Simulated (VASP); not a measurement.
# Mo2PtO2 (Immm) in VASP: single point with LDA

Aim: the single point of Mo2PtO2 with LDA.

Everything below comes from runs of VASP 6.6.1. Logs are shortened: lines on timing, memory, paths and dates and some standing lists are left out, and cuts for length are marked.

## (1) The cell of the first run

Symmetry: Immm, No. 71, orthorhombic system. Conventional cell: a = 2.906 Å, b = 4.401 Å, c = 9.563 Å, α = 90.00°, β = 90.00°, γ = 90.00°. Within 2.6 Å of Pt (site symmetry mmm) lie 4 O at 1.96 Å. O (site symmetry mm2) has 2 Pt at 1.96 Å and 4 Mo at 2.20 to 2.56 Å and 1 O at 2.63 Å within 2.7 Å. Mo (site symmetry mm2) has 4 O at 2.20 to 2.56 Å and 3 Mo at 2.72 to 2.91 Å and 4 Pt at 2.97 Å within 3.0 Å.

## (2) Single point, LDA

File POSCAR:

```
Mo2PtO2
1.0
    0.0000000000      2.9062826900      0.0000000000
    4.4011432400      0.0000000000      0.0000000000
    2.2005711200      1.4531408400     -4.7814378500
Pt O Mo
1 2 2
Direct
    0.0000000000      0.0000000000      0.0000000000
    0.3627000000      0.8627000000      0.2746000000
    0.6373000000      0.1373000000      0.7254000000
    0.3575800000      0.3575800000      0.2848400000
    0.6424200000      0.6424200000      0.7151600000
```

File INCAR.step1:

```
ALGO = Fast
EDIFF = 1E-7
ENCUT = 520
GGA = CA
ISIF = 2
ISMEAR = -5
LASPH = True
LCHARG = True
LMAXMIX = 4
LREAL = False
LWAVE = False
NBANDS = 33
NELM = 100
PREC = Accurate
SIGMA = 0.1
```

File KPOINTS.step1:

```
k-points
0
Gamma
  8 8 8
```

File INCAR.step2:

```
ALGO = Fast
EDIFF = 1E-7
ENCUT = 520
GGA = CA
ICHARG = 11
ISIF = 2
ISMEAR = -5
LASPH = True
LCHARG = False
LMAXMIX = 4
LORBIT = 10
LREAL = False
LWAVE = False
NBANDS = 33
NEDOS = 2001
NELM = 100
PREC = Accurate
SIGMA = 0.1
```

File KPOINTS.step2:

```
k-points
0
Gamma
  12 12 12
```

Potentials or basis: VASP PAW LDA potentials, release 64 (Pt, O, Mo_sv).

Run with:

```bash
$ cat potpaw_LDA.64/Pt/POTCAR potpaw_LDA.64/O/POTCAR potpaw_LDA.64/Mo_sv/POTCAR > POTCAR
$ cp INCAR.step1 INCAR
$ cp KPOINTS.step1 KPOINTS
$ mpirun -np 1 vasp_std > vasp.out
$ cp INCAR.step2 INCAR
$ cp KPOINTS.step2 KPOINTS
$ mpirun -np 1 vasp_std > vasp.out
```

OUTCAR:

```text
EDIFF = 1E-7
   ENCUT = 520
   GGA = CA
   ICHARG = 11
   ISIF = 2
   ISMEAR = -5
   LASPH = True
   LORBIT = 10
   LREAL = False
   NELM = 100
   PREC = Accurate

 ion  position               nearest neighbor table
   1  0.000  0.000  0.000-   2 1.96   3 1.96   3 1.96   2 1.96   5 2.97   4 2.97   5 2.97   4 2.97
                             5 2.97   4 2.97   5 2.97   4 2.97   5 3.42   4 3.42
   2  0.363  0.863  0.275-   1 1.96   1 1.96   4 2.20   4 2.20   5 2.56   5 2.56
   3  0.637  0.137  0.725-   1 1.96   1 1.96   5 2.20   5 2.20   4 2.56   4 2.56
   4  0.358  0.358  0.285-   2 2.20   2 2.20   3 2.56   3 2.56   5 2.72   1 2.97   1 2.97   1 2.97
                             1 2.97   5 3.34   5 3.34   5 3.34   5 3.34   1 3.42
   5  0.642  0.642  0.715-   3 2.20   3 2.20   2 2.56   2 2.56   4 2.72   1 2.97   1 2.97   1 2.97
                             1 2.97   4 3.34   4 3.34   4 3.34   4 3.34   1 3.42

  LATTYP: Found a body centered orthorhombic cell.
 ALAT       =     2.9062826900
 B/A-ratio  =     1.5143548338
 C/A-ratio  =     3.2904148426

  Lattice vectors:

 A1 = (   2.2005721200,   1.4531418500,   4.7814378500)
 A2 = (  -2.2005711200,  -1.4531408400,   4.7814378500)
 A3 = (   2.2005711200,  -1.4531418500,  -4.7814378500)

Analysis of symmetry for initial positions (statically):
=====================================================================
 Subroutine PRICEL returns:
 Original cell was already a primitive cell.

 Routine SETGRP: Setting up the symmetry group for a
 body centered orthorhombic supercell.

 Subroutine GETGRP returns: Found  8 space group operations
 (whereof  8 operations were pure point group operations)
 out of a pool of  8 trial point group operations.

The static configuration has the point symmetry D_2h.

Analysis of symmetry for dynamics (positions and initial velocities):
=====================================================================
 Subroutine PRICEL returns:
 Original cell was already a primitive cell.

 Routine SETGRP: Setting up the symmetry group for a
 body centered orthorhombic supercell.

 Subroutine GETGRP returns: Found  8 space group operations
 (whereof  8 operations were pure point group operations)
 out of a pool of  8 trial point group operations.

The dynamic configuration has the point symmetry D_2h.

 Subroutine INISYM returns: Found  8 space group operations
[... 108 lines left out ...]
   NSW    =      0    number of steps for IOM
   IBRION =     -1    ionic relax: 0-MD 1-quasi-New 2-CG
   NFREE  =      0    steps in history (QN), initial steepest desc. (CG)
   ISIF   =      2    stress and relaxation
   ISYM   =      2    0-nonsym 1-usesym 2-fastsym
   POTIM  = 0.5000    time-step for ionic-motion
   TEBEG  =    0.0;   TEEND  =   0.0 temperature during run
   PSTRESS=    0.0 pullay stress
   NELECT =      50.0000    total number of electrons
   NUPDOWN=      -1.0000    fix difference up-down
   EMIN   =  10.00;   EMAX   =-10.00  energy-range for DOS
   EFERMI =   0.00;   METHOD = LEGACY
   ISMEAR =    -5;   SIGMA  =   0.10  broadening in eV -4-tet -1-fermi 0-gaus
   EFERMI_NEDOS =   21; number of points for ismear=-14 and -15
   IALGO  =     68    algorithm
   IMIX   =      4    mixing-type and parameters
     AMIX     =   0.40;   BMIX     =  1.00
     AMIX_MAG =   1.60;   BMIX_MAG =  1.00
  volume/ion in A,a.u.               =      12.23        82.54
  Fermi-wavevector in a.u.,A,eV,Ry     =   1.530773  2.892742 31.882081  2.343267
  Thomas-Fermi vector in A             =   2.638210
   LORBIT       =     10    0 simple, 1 ext, 2 COOP (PROOUT), +10 PAW based schemes
   GGA     = CA    functional components
   LHFCALC =     F    Hartree Fock is set to
   AEXX    =    0.0000 exact exchange contribution
   IVDW    =     0    specifies the selected vdW correction
   LEPSILON=     F    determine dielectric tensor
   LRPA    =     F    only Hartree local field effects (RPA)
 non-spin polarized calculation
 RMM-DIIS sequential band-by-band and
 Fermi weights with tetrahedron method with Bloechl corrections
  energy-cutoff  :      520.00
  volume of cell :       61.16
 maximum number of plane-waves:      1666
 NGX is ok and might be reduce to    24

 number of electron      49.9999995 magnetization

 Free energy of the ion-electron system (eV)
  ---------------------------------------------------
  ext. energy  EPLUGINS =         0.00000000
  ---------------------------------------------------
  free energy    TOTEN  =       -41.99527753 eV

  energy without entropy =      -41.99527753  energy(sigma->0) =      -41.99527753

 E-fermi :  11.4108     XC(G=0): -13.3006

 val. band max:       11.4526379402   @ k =   0.0000  -0.2500   0.3333
 cond. band min:      11.3644882818   @ k =   0.2500  -0.3333   0.0833
 fundamental gap:     -0.0881496584
 Fermi energy:        11.4107801954

 k-point     1 :       0.0000    0.0000    0.0000
  band No.  band energies     occupation
      1     -49.8708      2.00000
      2     -49.7940      2.00000
      3     -24.4354      2.00000
      4     -24.3821      2.00000
      5     -24.2855      2.00000
      6     -23.7174      2.00000
[... 853 lines left out ...]
     32      14.3120      0.00000
     33      16.3978      0.00000

 [... further k-points ...]
[... 5 lines left out ...]
  --------------------------------------------------------------------------------------
  -------------------------------------------------------------------------------------
  Total       -9.5612159      8.9863084      3.7285885      0.0000000      0.0000004      0.0000004
  in kB     -250.4735279    235.4127760     97.6771919      0.0000000      0.0000103      0.0000102
  external PRESSURE =      27.5388134 kB  Pullay stress =       0.0000000 kB

 VOLUME and BASIS-vectors are now :
 -----------------------------------------------------------------------------
  energy-cutoff  :      520.00
  volume of cell :       61.16
      direct lattice vectors                 reciprocal lattice vectors
     0.000000000  2.906282690  0.000000000     0.000000000  0.344082151  0.104571019
     4.401143240  0.000000000  0.000000000     0.227213691  0.000000000  0.104571031
     2.200571120  1.453140840 -4.781437850     0.000000000  0.000000000 -0.209142110

 POSITION                                       TOTAL-FORCE (eV/Angst)
 -----------------------------------------------------------------------------------
      0.00000      0.00000      0.00000         0.000000      0.000000      0.000000
      4.40114      1.45314     -1.31298        -0.000000     -0.000000     -2.237877
      2.20057      2.90628     -3.46846         0.000000      0.000000      2.237877
      2.20057      1.45314     -1.36194         0.000000      0.000000      0.918434
      4.40114      2.90628     -3.41949        -0.000000     -0.000000     -0.918434
 -----------------------------------------------------------------------------------
    total drift:                                0.000000      0.000000     -0.000000

  FREE ENERGIE OF THE ION-ELECTRON SYSTEM (eV)
  ---------------------------------------------------
  free  energy   TOTEN  =       -41.9952775332 eV

  energy  without entropy=      -41.9952775332  energy(sigma->0) =      -41.99527753

 total charge

# of ion       s       p       d       tot
------------------------------------------
    1        0.699   0.851   8.230   9.780
    2        1.563   3.437   0.000   5.000
    3        1.563   3.437   0.000   5.000
    4        2.261   6.098   3.893  12.252
    5        2.261   6.098   3.893  12.252
--------------------------------------------------
tot          8.347  19.920  16.016  44.284
```

Run time: 3.9 min. Hardware: 1 thread of Intel Xeon 6975P-C (Granite Rapids), shared host; peak memory 0.59 GiB.

Results:

| Item | Value |
| --- | --- |
| Valence electrons inside the program's atomic spheres | Pt 9.78; O 5.00; Mo 12.25 |

Caveat: spin-orbit coupling is left out, which moves the levels of the heavy elements; tetrahedron occupations give inexact forces and stress in metals.
